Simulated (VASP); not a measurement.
# Zn (C2/c) in VASP: notebook

Runs on Zn. Level: RPBE. Tasks: single point.

Everything below comes from runs of VASP 6.6.1. Logs are shortened: lines on timing, memory, paths and dates and some standing lists are left out, and cuts for length are marked.

## Step 1: The cell of the first run

The structure is monoclinic, space group C2/c (No. 15). The conventional cell has a = 2.608 Å, b = 5.071 Å, c = 4.223 Å, α = 90.00°, β = 90.27°, γ = 90.00°. Zn (site symmetry 2) has 12 Zn at 2.58 to 2.85 Å within 3.4 Å.

## Step 2: Single point, RPBE (13.96 Å³/atom)

Input file INCAR:

```
PREC = Accurate ; ENCUT = 520
EDIFF = 1E-6 ; ISMEAR = -1
SIGMA = 0.1 ; LREAL = False
LASPH = True ; NELM = 100
ALGO = Normal ; ISIF = 2
LWAVE = False ; LCHARG = False
GGA = RP ; NBANDS = 19
```

Input file KPOINTS:

```
Automatic mesh
0
Gamma
  17 17 8
```

Input file POSCAR:

```
Zn
1.0
   -1.9509951388      1.6346167634      1.2844290163
    1.6346167634     -1.9509951388      1.2844290163
    3.2603207728      3.2603207728     -1.8638765904
Zn
2
Direct
    0.9463240153      0.0536759847      1.0000000000
    0.8036759847      0.1963240153      0.5000000000
```

Potentials or basis: VASP PAW PBE potentials, release 64 (Zn).

Launch:

```console
cat potpaw_PBE.64/Zn/POTCAR > POTCAR
mpirun -np 1 vasp_std > vasp.out
```

OUTCAR:

```text
PREC = Accurate
   ENCUT = 520
   EDIFF = 1E-6
   ISMEAR = -1
   LREAL = False
   LASPH = True
   NELM = 100
   ISIF = 2
   GGA = RP

 ion  position               nearest neighbor table
   1  0.946  0.054  0.000-   2 2.58   2 2.58   2 2.59   2 2.59   2 2.78   2 2.78
   2  0.804  0.196  0.500-   1 2.58   1 2.58   1 2.59   1 2.59   1 2.78   1 2.78

  Warning from LATTYP: Got some problem with cell dimensions!
  Tried to take original basis but could not verify dimensions!
  LATTYP: Found a base centered monoclinic cell.
 ALAT       =     2.6075318108
 B/A-ratio  =     1.9446823085
 C/A-ratio  =     1.6193967830
 COS(beta)  =    -0.0047047395

  Lattice vectors:

 A1 = (  -1.9509951388,   1.6346167634,   1.2844290163)
 A2 = (   1.6346167634,  -1.9509951388,   1.2844290163)
 A3 = (   2.9439423974,   2.9439423974,   0.7049814422)

Analysis of symmetry for initial positions (statically):
=====================================================================
 Subroutine PRICEL returns:
 Original cell was already a primitive cell.

 Routine SETGRP: Setting up the symmetry group for a
 base centered monoclinic supercell.

 Subroutine GETGRP returns: Found  4 space group operations
 (whereof  2 operations were pure point group operations)
 out of a pool of  4 trial point group operations.

The static configuration has the point symmetry C_2 .
 The point group associated with its full space group is C_2h.

Analysis of symmetry for dynamics (positions and initial velocities):
=====================================================================
 Subroutine PRICEL returns:
 Original cell was already a primitive cell.

 Routine SETGRP: Setting up the symmetry group for a
 base centered monoclinic supercell.

 Subroutine GETGRP returns: Found  4 space group operations
 (whereof  2 operations were pure point group operations)
 out of a pool of  4 trial point group operations.

The dynamic configuration has the point symmetry C_2 .
 The point group associated with its full space group is C_2h.

 Subroutine INISYM returns: Found  4 space group operations
 (whereof  2 operations are pure point group operations),
 and found     1 'primitive' translations

----------------------------------------------------------------------------------------

                                     Primitive cell

  volume of cell :      27.9162

  direct lattice vectors                    reciprocal lattice vectors
    -1.950995139  1.634616763  1.284429016    -0.019746127  0.259146298  0.418762354
     1.634616763 -1.950995139  1.284429016     0.259146298 -0.019746127  0.418762354
     3.260320773  3.260320773 -1.863876590     0.164974724  0.164974724  0.040636294

  length of vectors
     2.850984373  2.850984373  4.973270456     0.492857609  0.492857609  0.236821932

  position of ions in fractional coordinates (direct lattice)
     0.946324015  0.053675985  1.000000000
     0.803675985  0.196324015  0.500000000

  ion indices of the primitive-cell ions
   primitive index   ion index
                 1           1
                 2           2

----------------------------------------------------------------------------------------

 KPOINTS: Automatic mesh

Automatic generation of k-mesh.
 Grid dimensions read from file:
 generate k-points for:   17   17    8

 Generating k-lattice:

  Cartesian coordinates                     Fractional coordinates (reciprocal lattice)
    -0.001161537  0.015243900  0.024633080     0.058823529 -0.000000000  0.000000000
     0.015243900 -0.001161537  0.024633080    -0.000000000  0.058823529  0.000000000
     0.020621840  0.020621840  0.005079537    -0.000000000 -0.000000000  0.125000000

  Length of vectors
     0.028991624  0.028991624  0.029602741

  Shift w.r.t. Gamma in fractional coordinates (k-lattice)
     0.000000000  0.000000000  0.000000000

 Subroutine IBZKPT returns following result:
 ===========================================

 Found    621 irreducible k-points:

 Following reciprocal coordinates:
            Coordinates               Weight
  0.000000  0.000000  0.000000      1.000000
  0.058824 -0.000000 -0.000000      4.000000
  0.117647 -0.000000 -0.000000      4.000000
  0.176471 -0.000000 -0.000000      4.000000
  0.235294 -0.000000 -0.000000      4.000000
  0.294118 -0.000000 -0.000000      4.000000
[... 16 lines left out ...]
 -0.176471  0.058824 -0.000000      4.000000
 -0.117647  0.058824  0.000000      4.000000
 [... further k-points ...]
   k-points           NKPTS =    621   k-points in BZ     NKDIM =    621   number of bands    NBANDS=     19
   number of dos      NEDOS =    301   number of ions     NIONS =      2
   total plane-waves  NPLWV =  23040
   dimension x,y,z NGX =    24 NGY =   24 NGZ =   40
   dimension x,y,z NGXF=    48 NGYF=   48 NGZF=   80
   ions per type =               2
   NGX,Y,Z   is equivalent  to a cutoff of  13.99, 13.99, 13.37 a.u.
   NGXF,Y,Z  is equivalent  to a cutoff of  27.99, 27.99, 26.74 a.u.
 SYSTEM =  unknown system
   PREC   = accura    normal or accurate (medium, high low for compatibility)
   ISTART =      0    job   : 0-new  1-cont  2-samecut
   ICHARG =      2    charge: 1-file 2-atom 10-const
   ISPIN  =      1    spin polarized calculation?
   LNONCOLLINEAR =      F non collinear calculations
   LSORBIT =      F    spin-orbit coupling
   LASPH  =      T    aspherical Exc in radial PAW
   ENCUT  =  520.0 eV  38.22 Ry    6.18 a.u.   5.30  5.30  9.25*2*pi/ulx,y,z
   NELM   =    100;   NELMIN=  2; NELMDL= -5     # of ELM steps
   EDIFF  = 0.1E-05   stopping-criterion for ELM
   LREAL  =      F    real-space projection
   EDIFFG = 0.1E-04   stopping-criterion for IOM
   NSW    =      0    number of steps for IOM
   IBRION =     -1    ionic relax: 0-MD 1-quasi-New 2-CG
   NFREE  =      0    steps in history (QN), initial steepest desc. (CG)
   ISIF   =      2    stress and relaxation
   ISYM   =      2    0-nonsym 1-usesym 2-fastsym
   POTIM  = 0.5000    time-step for ionic-motion
   TEBEG  =    0.0;   TEEND  =   0.0 temperature during run
   PSTRESS=    0.0 pullay stress
   NELECT =      24.0000    total number of electrons
   NUPDOWN=      -1.0000    fix difference up-down
   EMIN   =  10.00;   EMAX   =-10.00  energy-range for DOS
   EFERMI =   0.00;   METHOD = LEGACY
   ISMEAR =    -1;   SIGMA  =   0.10  broadening in eV -4-tet -1-fermi 0-gaus
   EFERMI_NEDOS =   21; number of points for ismear=-14 and -15
   IALGO  =     38    algorithm
   IMIX   =      4    mixing-type and parameters
     AMIX     =   0.40;   BMIX     =  1.00
     AMIX_MAG =   1.60;   BMIX_MAG =  1.00
  volume/ion in A,a.u.               =      13.96        94.19
  Fermi-wavevector in a.u.,A,eV,Ry     =   1.556658  2.941657 32.969428  2.423185
  Thomas-Fermi vector in A             =   2.660422
   LORBIT       =      0    0 simple, 1 ext, 2 COOP (PROOUT), +10 PAW based schemes
   GGA     = RP    functional components
   LHFCALC =     F    Hartree Fock is set to
   AEXX    =    0.0000 exact exchange contribution
   IVDW    =     0    specifies the selected vdW correction
   LEPSILON=     F    determine dielectric tensor
   LRPA    =     F    only Hartree local field effects (RPA)
 non-spin polarized calculation
  energy-cutoff  :      520.00
  volume of cell :       27.92
 maximum number of plane-waves:       767
 NGX is ok and might be reduce to    24
   NGX = 11   NGY = 11   NGZ = 19

 number of electron      24.0000005 magnetization

 Free energy of the ion-electron system (eV)
  ---------------------------------------------------
  ext. energy  EPLUGINS =         0.00000000
  ---------------------------------------------------
  free energy    TOTEN  =        -1.33456675 eV

  energy without entropy =       -1.32114661  energy(sigma->0) =       -1.32785668

 E-fermi :   3.9671     XC(G=0): -11.8753

 val. band max:        3.9614066186   @ k =  -0.2941   0.0000   0.2500
 cond. band min:       3.9751882917   @ k =  -0.4118   0.3529   0.3750
 fundamental gap:      0.0137816731
 Fermi energy:         3.9671077287

 k-point     1 :       0.0000    0.0000    0.0000
  band No.  band energies     occupation
      1      -7.2031      2.00000
      2      -4.9023      2.00000
      3      -4.1696      2.00000
      4      -4.0790      2.00000
      5      -3.9512      2.00000
      6      -3.8697      2.00000
[... 11 lines left out ...]
     18      22.6279      0.00000
     19      23.6994      0.00000

 k-point     2 :       0.0588   -0.0000   -0.0000
  band No.  band energies     occupation
      1      -7.0715      2.00000
      2      -4.8641      2.00000
      3      -4.1661      2.00000
      4      -4.0681      2.00000
      5      -3.9569      2.00000
      6      -3.8977      2.00000
[... 11 lines left out ...]
     18      23.8104      0.00000
     19      24.4226      0.00000

 k-point     3 :       0.1176   -0.0000   -0.0000
  band No.  band energies     occupation
      1      -6.6832      2.00000
      2      -4.7552      2.00000
      3      -4.1669      2.00000
      4      -4.0515      2.00000
      5      -3.9608      2.00000
      6      -3.9508      2.00000
[... 11 lines left out ...]
     18      22.4072      0.00000
     19      22.7444      0.00000

 k-point     4 :       0.1765   -0.0000   -0.0000
  band No.  band energies     occupation
      1      -6.0683      2.00000
      2      -4.6015      2.00000
      3      -4.1784      2.00000
      4      -4.0652      2.00000
      5      -4.0183      2.00000
      6      -3.9731      2.00000
[... 11 lines left out ...]
     18      19.4796      0.00000
     19      22.5227      0.00000

 k-point     5 :       0.2353   -0.0000   -0.0000
  band No.  band energies     occupation
      1      -5.3463      2.00000
      2      -4.4810      2.00000
      3      -4.2053      2.00000
      4      -4.1260      2.00000
      5      -4.0353      2.00000
      6      -4.0212      2.00000
[... 11 lines left out ...]
     18      18.2602      0.00000
     19      20.9928      0.00000

 k-point     6 :       0.2941   -0.0000   -0.0000
  band No.  band energies     occupation
      1      -4.9017      2.00000
      2      -4.4453      2.00000
      3      -4.3851      2.00000
      4      -4.1201      2.00000
      5      -3.9912      2.00000
      6      -3.9009      2.00000
[... 11 lines left out ...]
     18      17.1812      0.00000
     19      19.5291      0.00000

 k-point     7 :       0.3529   -0.0000   -0.0000
  band No.  band energies     occupation
      1      -4.8398      2.00000
      2      -4.5533      2.00000
      3      -4.4417      2.00000
      4      -4.1901      2.00000
      5      -3.9317      2.00000
      6      -3.7202      2.00000
[... 11 lines left out ...]
     18      16.5930      0.00000
     19      18.3665      0.00000

 k-point     8 :       0.4118   -0.0000   -0.0000
  band No.  band energies     occupation
      1      -4.8547      2.00000
      2      -4.6894      2.00000
      3      -4.4366      2.00000
      4      -4.2742      2.00000
      5      -3.8637      2.00000
      6      -3.6734      2.00000
[... 256 lines left out ...]
 k-point    20 :      -0.3529    0.0588    0.0000
  band No.  band energies     occupation
      1      -4.8387      2.00000
      2      -4.4588      2.00000
      3      -4.4022      2.00000
      4      -4.1292      2.00000
      5      -4.0483      2.00000
      6      -3.8678      2.00000
[... 11 lines left out ...]
     18      18.1427      0.00000
     19      19.9663      0.00000

 k-point    21 :      -0.2941    0.0588    0.0000
  band No.  band energies     occupation
      1      -5.1163      2.00000
      2      -4.4713      2.00000
      3      -4.2766      2.00000
      4      -4.1620      2.00000
      5      -4.0396      2.00000
      6      -3.9950      2.00000
[... 11 lines left out ...]
     18      18.7391      0.00000
     19      21.0314      0.00000

 k-point    22 :      -0.2353    0.0588    0.0000
  band No.  band energies     occupation
      1      -5.7900      2.00000
      2      -4.5592      2.00000
      3      -4.2418      2.00000
      4      -4.1454      2.00000
      5      -4.0027      2.00000
      6      -3.9528      2.00000
[... 11 lines left out ...]
     18      19.5302      0.00000
     19      22.1776      0.00000

 k-point    23 :      -0.1765    0.0588   -0.0000
  band No.  band energies     occupation
      1      -6.4514      2.00000
      2      -4.7105      2.00000
      3      -4.2219      2.00000
      4      -4.0664      2.00000
      5      -3.9630      2.00000
      6      -3.9410      2.00000
[... 11 lines left out ...]
     18      21.3907      0.00000
     19      22.5090      0.00000

 k-point    24 :      -0.1176    0.0588    0.0000
  band No.  band energies     occupation
      1      -6.9112      2.00000
      2      -4.8304      2.00000
      3      -4.1981      2.00000
      4      -4.0604      2.00000
      5      -3.9314      2.00000
      6      -3.9064      2.00000
[... 11 lines left out ...]
     18      22.1727      0.00000
     19      23.3113      0.00000

 [... further k-points ...]

------------------------ aborting loop because EDIFF is reached ----------------------------------------

  FORCE on cell =-STRESS in cart. coord.  units (eV):
  Direction    XX          YY          ZZ          XY          YZ          ZX
  --------------------------------------------------------------------------------------
  -------------------------------------------------------------------------------------
  Total        1.7680027      1.7680027      2.5059199      0.3773137     -0.0241183     -0.0241183
  in kB      101.4699661    101.4699661    143.8208290     21.6549521     -1.3842052     -1.3842063
  external PRESSURE =     115.5869204 kB  Pullay stress =       0.0000000 kB

 VOLUME and BASIS-vectors are now :
 -----------------------------------------------------------------------------
  energy-cutoff  :      520.00
  volume of cell :       27.92
      direct lattice vectors                 reciprocal lattice vectors
    -1.950995139  1.634616763  1.284429016    -0.019746127  0.259146298  0.418762354
     1.634616763 -1.950995139  1.284429016     0.259146298 -0.019746127  0.418762354
     3.260320773  3.260320773 -1.863876590     0.164974724  0.164974724  0.040636294

 POSITION                                       TOTAL-FORCE (eV/Angst)
 -----------------------------------------------------------------------------------
     -1.75853      1.44216      1.28443        -0.070934      0.070934     -0.000000
      0.38311      2.56084      0.35249         0.070934     -0.070934      0.000000
 -----------------------------------------------------------------------------------
    total drift:                               -0.000000      0.000000     -0.000000

  FREE ENERGIE OF THE ION-ELECTRON SYSTEM (eV)
  ---------------------------------------------------
  free  energy   TOTEN  =        -1.3345667492 eV

  energy  without entropy=       -1.3211466083  energy(sigma->0) =       -1.32785668
```

Run time: 2 min. Hardware: 1 thread of AMD EPYC 9R45 (Zen 5), shared host; peak memory 0.34 GiB.

Results:

* Free energy: -1.3346 eV
* Pressure: 11.6 GPa
* Largest force: 0.100 eV/Å
* Band gap on the k mesh: zero (bands 12 and 13 overlap by 2.78 eV)

Forces on the atoms (eV/Å):
```
Zn  -0.071  0.071  0.000
Zn   0.071 -0.071  0.000
```

Caveat: the cell stands under pressure; the PAW data sets were made with another functional, which shifts forces and pressure a little.

## Step 3: Single point, RPBE (14.59 Å³/atom)

This run uses another cell than the first one, of 14.59 Å³/atom.

Input file INCAR:

```
SYSTEM = Zn
ALGO = Normal ; EDIFF = 1E-6
ENCUT = 520 ; GGA = RP
ISIF = 2 ; ISMEAR = -1
LASPH = .TRUE. ; LCHARG = .TRUE.
LELF = .TRUE. ; LREAL = .FALSE.
LVHAR = .TRUE. ; LWAVE = .FALSE.
NBANDS = 19 ; NELM = 100
PREC = Accurate ; SIGMA = 0.1
```

Input file KPOINTS:

```
k-points
0
G
  17 17 8
  0 0 0
```

Input file POSCAR:

```
Zn
1.0
   -1.9801187630      1.6590176259      1.3036024254
    1.6590176259     -1.9801187630      1.3036024254
    3.3089894521      3.3089894521     -1.8916997460
Zn
2
Direct
    0.9463240153      0.0536759847      1.0000000000
    0.8036759847      0.1963240153      0.5000000000
```

Potentials or basis: VASP PAW PBE potentials, release 64 (Zn).

Launch:

```console
cat potpaw_PBE.64/Zn/POTCAR > POTCAR
mpirun -np 1 vasp_std > vasp.out
```

It took 2 min on 1 thread of AMD EPYC 9R45 (Zen 5), shared host; peak memory 0.35 GiB.

Results (log left out):

```yaml
Free_energy: -1.4063 eV
Pressure: 6.8 GPa
Largest_force: 0.060 eV/Å
Band_gap_on_the_k_mesh: zero (bands 12 and 13 overlap by 2.82 eV)
```

Forces in eV/Å, atoms in the order of the input:
```
Zn  -0.042  0.042  0.000
Zn   0.042 -0.042  0.000
```

Stress tensor (GPa, compression positive):
```
 5.90  1.45 -0.06
 1.45  5.90 -0.06
-0.06 -0.06  8.69
```

Levels at points of the mesh, in eV from the Fermi level:
```tsv
k point	band 8	band 9	band 10	band 11	band 12	band 13	band 14	band 15	band 16	band 17
(0.00, 0.00, 0.00)	-7.64	-7.53	-7.33	-7.08	-2.71	-0.44	12.37	13.30	15.42	17.73
(0.00, 0.00, 0.50)	-7.69	-7.31	-7.31	-7.27	-7.27	9.01	9.01	13.48	13.48	17.19
```

Caveat: the cell stands under pressure; the PAW data sets were made with another functional, which shifts forces and pressure a little.

## Step 4: Single point, RPBE (15.23 Å³/atom)

This run uses another cell than the first one, of 15.23 Å³/atom.

Input file INCAR:

```
SYSTEM = Zn
  ALGO = Normal
  EDIFF = 1E-7
  ENCUT = 520
  GGA = RP
  ISIF = 2
  ISMEAR = -1
  LASPH = .True.
  LCHARG = .False.
  LREAL = .False.
  LWAVE = .False.
  NBANDS = 19
  NELM = 60
  PREC = Accurate
  SIGMA = 0.1
```

Input file KPOINTS:

```
k-points
0
Gamma
  17 17 8
  0 0 0
```

Input file POSCAR:

```
Zn
1.0
   -2.0084099962      1.6827210802      1.3222278336
    1.6827210802     -2.0084099962      1.3222278336
    3.3562671174      3.3562671174     -1.9187276797
Zn
2
Direct
    0.9463240153      0.0536759847      1.0000000000
    0.8036759847      0.1963240153      0.5000000000
```

Launch:

```console
cat potpaw_PBE.64/Zn/POTCAR > POTCAR
mpirun -np 1 vasp_std > vasp.out
```

It took 2.3 min on 1 thread of AMD EPYC 9R45 (Zen 5), shared host; peak memory 0.36 GiB.

Results (log left out):

```yaml
Free_energy: -1.4450 eV
Pressure: 3.1 GPa
Largest_force: 0.029 eV/Å
Band_gap_on_the_k_mesh: zero (bands 12 and 13 overlap by 2.86 eV)
```

Forces in eV/Å, atoms in the order of the input:
```
Zn  -0.020  0.020  0.000
Zn   0.020 -0.020  0.000
```

Stress tensor (GPa, compression positive):
```
2.60 0.89 0.00
0.89 2.60 0.00
0.00 0.00 4.22
```

Levels at points of the mesh, in eV from the Fermi level:
| k point | band 8 | band 9 | band 10 | band 11 | band 12 | band 13 | band 14 | band 15 | band 16 | band 17 |
| --- | --- | --- | --- | --- | --- | --- | --- | --- | --- | --- |
| (0.00, 0.00, 0.00) | -7.53 | -7.43 | -7.24 | -7.01 | -2.53 | -0.52 | 12.02 | 12.94 | 14.93 | 17.40 |
| (0.00, 0.00, 0.50) | -7.54 | -7.22 | -7.22 | -7.19 | -7.19 | 8.75 | 8.75 | 13.11 | 13.11 | 16.76 |

Caveat: the cell stands under pressure; the PAW data sets were made with another functional, which shifts forces and pressure a little.

## Step 5: Overview

| cell | gap on the mesh (eV) | pressure (GPa) | largest force (eV/Å) |
| --- | --- | --- | --- |
| a = 2.851, b = 2.851, c = 4.973 Å, angles 104.0, 104.0, 125.6°, 2 atoms | none | 11.6 | 0.10 |
| a = 2.894, b = 2.894, c = 5.048 Å, angles 104.0, 104.0, 125.6°, 2 atoms | none | 6.8 | 0.06 |
| a = 2.935, b = 2.935, c = 5.120 Å, angles 104.0, 104.0, 125.6°, 2 atoms | none | 3.1 | 0.03 |

Alike in all rows: task single point; level RPBE; potentials or basis VASP PAW PBE potentials, release 64 (Zn); no spin polarisation; k mesh 17 × 17 × 8; cutoff (eV) 520; smearing fermi-dirac 0.1 eV.

Caveats: the cell stands under pressure; the PAW data sets were made with another functional, which shifts forces and pressure a little.

Total energies depend on the potentials used, so only differences within one code and one set of settings carry meaning.
